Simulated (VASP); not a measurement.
# Mg2SO (R-3m) in VASP: notebook

The runs below take Mg2SO through single point, relaxation of cell and atoms, with PBE.

Program: VASP 6.6.1. These are calculated values, not measurements. Logs are shortened: lines on timing, memory, paths and dates and some standing lists are left out, and cuts for length are marked.

## Step 1: The cell of the first run

The structure is trigonal, space group R-3m (No. 166). Conventional cell: a = 3.366 Å, b = 3.366 Å, c = 16.639 Å, α = 90.00°, β = 90.00°, γ = 120.00°. Mg (site symmetry 3m) has 3 O at 2.28 Å and 3 S at 2.50 Å within 3.0 Å. Within 3.3 Å of S (site symmetry -3m) lie 6 Mg at 2.50 Å. O (site symmetry -3m) has 6 Mg at 2.28 Å within 3.0 Å.

## Step 2: Single point, PBE

Input file INCAR:

```
PREC = Accurate
ENCUT = 520
EDIFF = 1E-6
ISMEAR = 0
SIGMA = 0.01
LREAL = False
LASPH = True
NELM = 80
ALGO = Normal
ISIF = 2
LWAVE = False
LCHARG = False
GGA = PE
NBANDS = 16
```

Input file KPOINTS:

```
regular mesh
0
Gamma
  9 9 9
```

Input file POSCAR:

```
Mg2SO
1.0
    1.6831813653      0.9717852144      5.5463799167
   -1.6831813653      0.9717852144      5.5463799167
    0.0000000000     -1.9435704287      5.5463799167
Mg S O
2 1 1
Direct
    0.2385294128      0.2385294128      0.2385294128
    0.7614705872      0.7614705872      0.7614705872
    0.0000000000      0.0000000000      0.0000000000
    0.5000000000      0.5000000000      0.5000000000
```

Potentials or basis: VASP PAW PBE potentials, release 64 (Mg, S, O).

Started as:

```bash
cat potpaw_PBE.64/Mg/POTCAR potpaw_PBE.64/S/POTCAR potpaw_PBE.64/O/POTCAR > POTCAR
mpirun -np 1 vasp_std > vasp.out
```

OUTCAR:

```text
PREC = Accurate
   ENCUT = 520
   EDIFF = 1E-6
   ISMEAR = 0
   LREAL = False
   LASPH = True
   NELM = 80
   ISIF = 2
   GGA = PE

 ion  position               nearest neighbor table
   1  0.239  0.239  0.239-   4 2.28   4 2.28   4 2.28   3 2.50   3 2.50   3 2.50   2 3.08   2 3.08
                             2 3.08
   2  0.761  0.761  0.761-   4 2.28   4 2.28   4 2.28   3 2.50   3 2.50   3 2.50   1 3.08   1 3.08
                             1 3.08
   3  0.000  0.000  0.000-   2 2.50   2 2.50   1 2.50   1 2.50   2 2.50   1 2.50
   4  0.500  0.500  0.500-   1 2.28   1 2.28   2 2.28   2 2.28   1 2.28   2 2.28

  LATTYP: Found a trigonal (rhomboedric) cell.
 ALAT       =     5.8770567627
 COS(alpha) =     0.8359515793

  Lattice vectors:

 A1 = (   1.6831813653,   0.9717852144,   5.5463799167)
 A2 = (  -1.6831813653,   0.9717852144,   5.5463799167)
 A3 = (   0.0000000000,  -1.9435704287,   5.5463799167)

Analysis of symmetry for initial positions (statically):
=====================================================================
 Subroutine PRICEL returns:
 Original cell was already a primitive cell.

 Routine SETGRP: Setting up the symmetry group for a
 trigonal (rhombohedral) supercell.

 Subroutine GETGRP returns: Found 12 space group operations
 (whereof 12 operations were pure point group operations)
 out of a pool of 12 trial point group operations.

The static configuration has the point symmetry D_3d.

Analysis of symmetry for dynamics (positions and initial velocities):
=====================================================================
 Subroutine PRICEL returns:
 Original cell was already a primitive cell.

 Routine SETGRP: Setting up the symmetry group for a
 trigonal (rhombohedral) supercell.

 Subroutine GETGRP returns: Found 12 space group operations
 (whereof 12 operations were pure point group operations)
 out of a pool of 12 trial point group operations.

The dynamic configuration has the point symmetry D_3d.

 Subroutine INISYM returns: Found 12 space group operations
 (whereof 12 operations are pure point group operations),
 and found     1 'primitive' translations

----------------------------------------------------------------------------------------

                                     Primitive cell

  volume of cell :      54.4330

  direct lattice vectors                    reciprocal lattice vectors
     1.683181365  0.971785214  5.546379917     0.297056521  0.171505662  0.060099261
    -1.683181365  0.971785214  5.546379917    -0.297056521  0.171505662  0.060099261
     0.000000000 -1.943570429  5.546379917     0.000000000 -0.343011324  0.060099261

  length of vectors
     5.877056763  5.877056763  5.877056763     0.348236543  0.348236543  0.348236543

  position of ions in fractional coordinates (direct lattice)
     0.238529413  0.238529413  0.238529413
     0.761470587  0.761470587  0.761470587
     0.000000000  0.000000000  0.000000000
     0.500000000  0.500000000  0.500000000

  ion indices of the primitive-cell ions
   primitive index   ion index
                 1           1
                 2           2
                 3           3
                 4           4

----------------------------------------------------------------------------------------

 KPOINTS: regular mesh

Automatic generation of k-mesh.
 Grid dimensions read from file:
 generate k-points for:    9    9    9

 Generating k-lattice:

  Cartesian coordinates                     Fractional coordinates (reciprocal lattice)
     0.033006280  0.019056185  0.006677696     0.111111111  0.000000000  0.000000000
    -0.033006280  0.019056185  0.006677696     0.000000000  0.111111111  0.000000000
     0.000000000 -0.038112369  0.006677696     0.000000000  0.000000000  0.111111111

  Length of vectors
     0.038692949  0.038692949  0.038692949

  Shift w.r.t. Gamma in fractional coordinates (k-lattice)
     0.000000000  0.000000000  0.000000000

 Subroutine IBZKPT returns following result:
 ===========================================

 Found     85 irreducible k-points:

 Following reciprocal coordinates:
            Coordinates               Weight
  0.000000  0.000000  0.000000      1.000000
  0.111111  0.000000 -0.000000      6.000000
  0.222222 -0.000000 -0.000000      6.000000
  0.333333 -0.000000  0.000000      6.000000
  0.444444 -0.000000 -0.000000      6.000000
  0.111111  0.111111 -0.000000      6.000000
[... 16 lines left out ...]
 -0.333333  0.333333  0.000000      6.000000
  0.444444  0.444444 -0.000000      6.000000
 [... further k-points ...]
   k-points           NKPTS =     85   k-points in BZ     NKDIM =     85   number of bands    NBANDS=     16
   number of dos      NEDOS =    301   number of ions     NIONS =      4
   total plane-waves  NPLWV = 110592
   dimension x,y,z NGX =    48 NGY =   48 NGZ =   48
   dimension x,y,z NGXF=    96 NGYF=   96 NGZF=   96
   ions per type =               2   1   1
   NGX,Y,Z   is equivalent  to a cutoff of  13.58, 13.58, 13.58 a.u.
   NGXF,Y,Z  is equivalent  to a cutoff of  27.16, 27.16, 27.16 a.u.
 SYSTEM =  unknown system
   PREC   = accura    normal or accurate (medium, high low for compatibility)
   ISTART =      0    job   : 0-new  1-cont  2-samecut
   ICHARG =      2    charge: 1-file 2-atom 10-const
   ISPIN  =      1    spin polarized calculation?
   LNONCOLLINEAR =      F non collinear calculations
   LSORBIT =      F    spin-orbit coupling
   LASPH  =      T    aspherical Exc in radial PAW
   ENCUT  =  520.0 eV  38.22 Ry    6.18 a.u.  10.93 10.93 10.93*2*pi/ulx,y,z
   NELM   =     80;   NELMIN=  2; NELMDL= -5     # of ELM steps
   EDIFF  = 0.1E-05   stopping-criterion for ELM
   LREAL  =      F    real-space projection
   EDIFFG = 0.1E-04   stopping-criterion for IOM
   NSW    =      0    number of steps for IOM
   IBRION =     -1    ionic relax: 0-MD 1-quasi-New 2-CG
   NFREE  =      0    steps in history (QN), initial steepest desc. (CG)
   ISIF   =      2    stress and relaxation
   ISYM   =      2    0-nonsym 1-usesym 2-fastsym
   POTIM  = 0.5000    time-step for ionic-motion
   TEBEG  =    0.0;   TEEND  =   0.0 temperature during run
   PSTRESS=    0.0 pullay stress
   NELECT =      16.0000    total number of electrons
   NUPDOWN=      -1.0000    fix difference up-down
   EMIN   =  10.00;   EMAX   =-10.00  energy-range for DOS
   EFERMI =   0.00;   METHOD = LEGACY
   ISMEAR =     0;   SIGMA  =   0.01  broadening in eV -4-tet -1-fermi 0-gaus
   EFERMI_NEDOS =   21; number of points for ismear=-14 and -15
   IALGO  =     38    algorithm
   IMIX   =      4    mixing-type and parameters
     AMIX     =   0.40;   BMIX     =  1.00
     AMIX_MAG =   1.60;   BMIX_MAG =  1.00
  volume/ion in A,a.u.               =      13.61        91.83
  Fermi-wavevector in a.u.,A,eV,Ry     =   1.088498  2.056962 16.120550  1.184827
  Thomas-Fermi vector in A             =   2.224680
   LORBIT       =      0    0 simple, 1 ext, 2 COOP (PROOUT), +10 PAW based schemes
   GGA     = PE    functional components
   LHFCALC =     F    Hartree Fock is set to
   AEXX    =    0.0000 exact exchange contribution
   IVDW    =     0    specifies the selected vdW correction
   LEPSILON=     F    determine dielectric tensor
   LRPA    =     F    only Hartree local field effects (RPA)
 non-spin polarized calculation
 Gauss-broadening in eV      SIGMA  =   0.01
  energy-cutoff  :      520.00
  volume of cell :       54.43
 maximum number of plane-waves:      1487
 NGX is ok and might be reduce to    48
   NGX = 21   NGY = 21   NGZ = 21

 number of electron      16.0000001 magnetization

 Free energy of the ion-electron system (eV)
  ---------------------------------------------------
  ext. energy  EPLUGINS =         0.00000000
  ---------------------------------------------------
  free energy    TOTEN  =       -19.50087730 eV

  energy without entropy =      -19.50087730  energy(sigma->0) =      -19.50087730

 E-fermi :   4.8525     XC(G=0): -10.1625

 val. band max:        4.7947877110   @ k =   0.0000   0.0000   0.0000
 cond. band min:       5.7193337431   @ k =   0.0000   0.0000   0.0000
 fundamental gap:      0.9245460321
 Fermi energy:         4.8524705337

 k-point     1 :       0.0000    0.0000    0.0000
  band No.  band energies     occupation
      1     -13.3016      2.00000
      2      -8.3542      2.00000
      3      -1.1906      2.00000
      4       1.9073      2.00000
      5       1.9073      2.00000
      6       3.2035      2.00000
[... 8 lines left out ...]
     15      14.1876      0.00000
     16      14.8432      0.00000

 k-point     2 :       0.1111    0.0000   -0.0000
  band No.  band energies     occupation
      1     -13.2551      2.00000
      2      -8.2370      2.00000
      3      -1.0264      2.00000
      4       1.4769      2.00000
      5       1.8483      2.00000
      6       3.1246      2.00000
[... 8 lines left out ...]
     15      14.2958      0.00000
     16      14.9029      0.00000

 k-point     3 :       0.2222   -0.0000   -0.0000
  band No.  band energies     occupation
      1     -13.1346      2.00000
      2      -7.9087      2.00000
      3      -0.5611      2.00000
      4       0.6547      2.00000
      5       1.7048      2.00000
      6       2.2971      2.00000
[... 8 lines left out ...]
     15      15.2376      0.00000
     16      15.2468      0.00000

 k-point     4 :       0.3333   -0.0000    0.0000
  band No.  band energies     occupation
      1     -12.9932      2.00000
      2      -7.4601      2.00000
      3      -0.1423      2.00000
      4       0.2148      2.00000
      5       0.7770      2.00000
      6       1.5507      2.00000
[... 8 lines left out ...]
     15      15.0254      0.00000
     16      16.5157      0.00000

 k-point     5 :       0.4444   -0.0000   -0.0000
  band No.  band energies     occupation
      1     -12.8982      2.00000
      2      -7.1010      2.00000
      3      -0.5006      2.00000
      4      -0.1710      2.00000
      5       0.9749      2.00000
      6       1.4549      2.00000
[... 8 lines left out ...]
     15      14.8419      0.00000
     16      16.8194      0.00000

 k-point     6 :       0.1111    0.1111   -0.0000
  band No.  band energies     occupation
      1     -13.2542      2.00000
      2      -8.2418      2.00000
      3      -1.0000      2.00000
      4       1.4789      2.00000
      5       1.8428      2.00000
      6       3.0457      2.00000
[... 8 lines left out ...]
     15      14.2687      0.00000
     16      15.1058      0.00000
[... 267 lines left out ...]
 k-point    21 :       0.4444    0.3333   -0.0000
  band No.  band energies     occupation
      1     -12.9203      2.00000
      2      -7.1780      2.00000
      3      -0.7957      2.00000
      4      -0.1787      2.00000
      5       1.1836      2.00000
      6       1.6095      2.00000
[... 8 lines left out ...]
     15      15.8446      0.00000
     16      16.7788      0.00000

 k-point    22 :      -0.4444    0.3333   -0.0000
  band No.  band energies     occupation
      1     -12.8584      2.00000
      2      -6.9118      2.00000
      3      -0.7373      2.00000
      4      -0.0969      2.00000
      5       0.5677      2.00000
      6       1.8267      2.00000
[... 8 lines left out ...]
     15      15.4536      0.00000
     16      16.3892      0.00000

 k-point    23 :      -0.3333    0.3333    0.0000
  band No.  band energies     occupation
      1     -12.8344      2.00000
      2      -6.8068      2.00000
      3      -0.3369      2.00000
      4      -0.0284      2.00000
      5       0.3924      2.00000
      6       0.9966      2.00000
[... 8 lines left out ...]
     15      15.1347      0.00000
     16      16.0724      0.00000

 k-point    24 :       0.4444    0.4444   -0.0000
  band No.  band energies     occupation
      1     -12.8972      2.00000
      2      -7.0674      2.00000
      3      -1.1265      2.00000
      4      -0.4923      2.00000
      5       1.4012      2.00000
      6       1.7477      2.00000
[... 8 lines left out ...]
     15      16.1556      0.00000
     16      17.5672      0.00000

 [... further k-points ...]

------------------------ aborting loop because EDIFF is reached ----------------------------------------

  FORCE on cell =-STRESS in cart. coord.  units (eV):
  Direction    XX          YY          ZZ          XY          YZ          ZX
  --------------------------------------------------------------------------------------
  -------------------------------------------------------------------------------------
  Total       -0.1595051     -0.1595051     -0.1349684      0.0000000     -0.0000000      0.0000000
  in kB       -4.6948654     -4.6948654     -3.9726535      0.0000000     -0.0000000      0.0000000
  external PRESSURE =      -4.4541281 kB  Pullay stress =       0.0000000 kB

 VOLUME and BASIS-vectors are now :
 -----------------------------------------------------------------------------
  energy-cutoff  :      520.00
  volume of cell :       54.43
      direct lattice vectors                 reciprocal lattice vectors
     1.683181365  0.971785214  5.546379917     0.297056521  0.171505662  0.060099261
    -1.683181365  0.971785214  5.546379917    -0.297056521  0.171505662  0.060099261
     0.000000000 -1.943570429  5.546379917     0.000000000 -0.343011324  0.060099261

 POSITION                                       TOTAL-FORCE (eV/Angst)
 -----------------------------------------------------------------------------------
      0.00000      0.00000      3.96892         0.000000      0.000000      0.004780
      0.00000      0.00000     12.67022         0.000000     -0.000000     -0.004780
      0.00000      0.00000      0.00000        -0.000000     -0.000000      0.000000
      0.00000      0.00000      8.31957         0.000000     -0.000000     -0.000000
 -----------------------------------------------------------------------------------
    total drift:                               -0.000000     -0.000000     -0.000000

  FREE ENERGIE OF THE ION-ELECTRON SYSTEM (eV)
  ---------------------------------------------------
  free  energy   TOTEN  =       -19.5008772990 eV

  energy  without entropy=      -19.5008772990  energy(sigma->0) =      -19.50087730
```

Wall time 92 s (1 thread of Intel Xeon 6975P-C (Granite Rapids), shared host); peak memory 0.35 GiB.

Results:

```yaml
Free_energy: -19.5009 eV
Pressure: -0.4 GPa
Largest_force: 0.005 eV/Å
Band_gap_on_the_k_mesh: 0.92 eV, direct
```

Forces on the atoms (eV/Å):
```
Mg   0.000  0.000  0.005
Mg   0.000  0.000 -0.005
S    0.000  0.000  0.000
O    0.000  0.000  0.000
```

Levels at points of the mesh, in eV from the valence-band top:
| k point | band 5 | band 6 | band 7 | band 8 | band 9 | band 10 | band 11 | band 12 |
| --- | --- | --- | --- | --- | --- | --- | --- | --- |
| (0.00, 0.00, 0.00) | -2.89 | -1.59 | 0.00 | 0.00 | 0.92 | 5.87 | 8.31 | 8.31 |

## Step 3: Relaxation of cell and atoms, PBE

This run uses another cell than the first one, of 14.22 Å³/atom, 1.045 times its volume.

Input file INCAR:

```
SYSTEM = Mg2SO
ALGO = Normal
EDIFF = 1E-6
EDIFFG = -0.05
ENCUT = 600
GGA = PE
IBRION = 2
ISIF = 3
ISMEAR = 0
LASPH = .TRUE.
LCHARG = .FALSE.
LREAL = .FALSE.
LWAVE = .FALSE.
NELM = 100
NSW = 100
PREC = Accurate
SIGMA = 0.1
```

Input file KPOINTS:

```
k-points
0
G
  6 6 6
  0 0 0
```

Input file POSCAR:

```
Mg2SO
1.0
    1.7129403751      0.9889665866      5.5944398382
   -1.7129403751      0.9889665866      5.5944398382
    0.0000000000     -1.9779331733      5.5944398382
Mg S O
2 1 1
Direct
    0.2500000000      0.2500000000      0.2500000000
    0.7500000000      0.7500000000      0.7500000000
    0.0000000000      0.0000000000      0.0000000000
    0.5000000000      0.5000000000      0.5000000000
```

Potentials or basis: VASP PAW PBE potentials, release 64 (Mg, S, O).

Started as:

```bash
cat potpaw_PBE.64/Mg/POTCAR potpaw_PBE.64/S/POTCAR potpaw_PBE.64/O/POTCAR > POTCAR
mpirun -np 1 vasp_std > vasp.out
```

Run time: 2 min. Hardware: 1 thread of Intel Xeon 6975P-C (Granite Rapids), shared host; peak memory 0.34 GiB.

Results (log left out):

- Free energy: -19.5018 eV
- Relaxed volume: 13.53 Å³/atom
- Relaxed cell: a = 5.854 Å, b = 5.854 Å, c = 5.854 Å, α = 33.40°, β = 33.40°, γ = 33.40°
- Space group after relaxing (to 0.05 Å): R-3m (No. 166)
- Energy gained by relaxing: 139.0 meV/atom
- Ionic steps: 6
- Pressure after relaxing: 0.1 GPa
- Largest force after relaxing: 0.029 eV/Å
- Band gap on the k mesh: 0.94 eV, direct

Forces on the atoms (eV/Å):
```
Mg   0.000  0.000  0.029
Mg   0.000  0.000 -0.029
S    0.000  0.000  0.000
O    0.000  0.000  0.000
```

Stress tensor (GPa, compression positive):
```
-0.13  0.00  0.00
 0.00 -0.13  0.00
 0.00  0.00  0.46
```

The path:
```csv
step,energy change (eV),largest force (eV/Å),pressure (GPa),volume (Å³)
1,0.0000,2.7722,-0.57,56.86
2,-0.4802,0.7988,-3.00,56.45
3,-0.5236,0.0303,-3.48,56.27
4,-0.5518,0.1371,1.01,53.57
5,-0.5531,0.1177,0.17,54.03
6,-0.5561,0.0291,0.07,54.11
```

Final structure:
```
Mg S O
1.0
     1.68187    0.97103    5.52202
    -1.68187    0.97103    5.52202
     0.00000   -1.94206    5.52202
Mg S O
2 1 1
Direct
  0.23840 0.23840 0.23840
  0.76160 0.76160 0.76160
  0.00000 0.00000 0.00000
  0.50000 0.50000 0.50000
```

Levels at points of the mesh, in eV from the valence-band top:
| k point | band 5 | band 6 | band 7 | band 8 | band 9 | band 10 | band 11 | band 12 |
| --- | --- | --- | --- | --- | --- | --- | --- | --- |
| (0.00, 0.00, 0.00) | -2.92 | -1.58 | 0.00 | 0.00 | 0.94 | 5.88 | 8.30 | 8.30 |
| (0.50, 0.00, 0.00) | -3.58 | -3.39 | -3.18 | -1.27 | 4.44 | 5.36 | 5.45 | 6.33 |
| (0.50, 0.50, 0.00) | -3.45 | -2.97 | -1.92 | -1.14 | 2.90 | 4.55 | 4.72 | 7.67 |
| (0.50, 0.50, 0.50) | -2.91 | -2.91 | -0.05 | -0.05 | 2.92 | 6.01 | 6.20 | 8.53 |

Caveat: the relaxation stopped at a loose force limit of 0.05 eV/Å, so its end isn't a converged minimum. Expect the measured gap to be larger: semilocal functionals such as PBE lack the derivative discontinuity.

(Part 1 of 2 ends here.)
